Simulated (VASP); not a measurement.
Crystal: Sn4SeS3.

```
Sn Se S
1.0
     0.01819    0.00910    4.17444
     4.38202   -6.01278    0.00531
     4.14536    5.84550    0.03105
Sn Se S
4 1 3
Direct
  0.91815 0.26567 0.75461
  0.95873 0.76816 0.25416
  0.51141 0.26943 0.26402
  0.53655 0.74562 0.74052
  0.99915 0.00730 0.03517
  0.99572 0.50625 0.46859
  0.53611 0.97814 0.47182
  0.54419 0.45942 0.01111
```

* Program: VASP 6.6.1
* Task: relaxation of cell and atoms
* Functional: PBE
* Potentials or basis: VASP PAW PBE potentials, release 64 (Sn_d, Se, S)
* Cutoff: 600 eV
* k mesh: 4 × 2 × 2
* Occupations: gaussian, width 0.1 eV
* Spin: no spin polarisation

At the start: pressure 1.3 GPa; volume 26.37 Å³/atom.

Question: Where does the relaxation end?

Answer: Over 31 steps the energy falls by 103.1 meV/atom and the volume is 26.97 Å³/atom (+2.3 %); space group P1 (No. 1, to 0.1 Å) before and after.

The path:
```tsv
step	energy change (eV)	largest force (eV/Å)	pressure (GPa)	volume (Å³)
1	0.0000	1.5068	1.29	210.97
2	-0.3304	0.9933	-1.17	217.47
3	-0.3713	0.7979	-2.11	220.79
4	-0.6003	0.5080	-0.67	211.82
5	-0.6656	0.3623	1.02	204.32
6	-0.7306	0.2530	0.44	206.15
7	-0.7307	0.2530	0.42	206.21
8	-0.7511	0.2170	-0.30	209.01
9	-0.7541	0.2161	-0.65	210.55
10	-0.7695	0.1831	-0.43	209.73
11	-0.7855	0.1670	0.13	208.09
12	-0.7859	0.1705	0.28	207.72
13	-0.7952	0.1406	0.23	208.59
14	-0.8018	0.1440	0.18	210.08
15	-0.8117	0.1055	-0.15	212.32
16	-0.8126	0.1304	-0.31	213.42
17	-0.8165	0.0971	0.16	212.45
18	-0.8166	0.1005	0.09	212.59
19	-0.8188	0.0522	0.07	213.07
20	-0.8194	0.0523	0.06	213.43
21	-0.8208	0.0573	-0.09	214.31
22	-0.8208	0.0635	-0.14	214.54
23	-0.8218	0.0573	-0.04	214.45
24	-0.8224	0.0510	0.02	214.34
25	-0.8221	0.0624	0.20	214.14
26	-0.8225	0.0494	0.08	214.27
27	-0.8237	0.0414	0.08	214.67
28	-0.8241	0.0435	0.07	215.09
29	-0.8246	0.0279	-0.06	215.77
30	-0.8246	0.0283	-0.09	215.86
31	-0.8250	0.0213	-0.01	215.75
```

Final structure:
```
Sn Se S
1.0
    -0.01324    0.03028    4.19037
     4.30561   -6.23645   -0.06002
     4.07153    6.06131    0.02476
Sn Se S
4 1 3
Direct
  0.97839 0.24620 0.76553
  0.98294 0.74565 0.26650
  0.48265 0.27819 0.25195
  0.48491 0.76123 0.73587
  0.01165 0.01472 0.98570
  0.01549 0.52303 0.47623
  0.52204 0.96463 0.50879
  0.52193 0.46636 0.00943
```

Caveat: the k points lie up to 0.46 Å⁻¹ apart in the final cell.
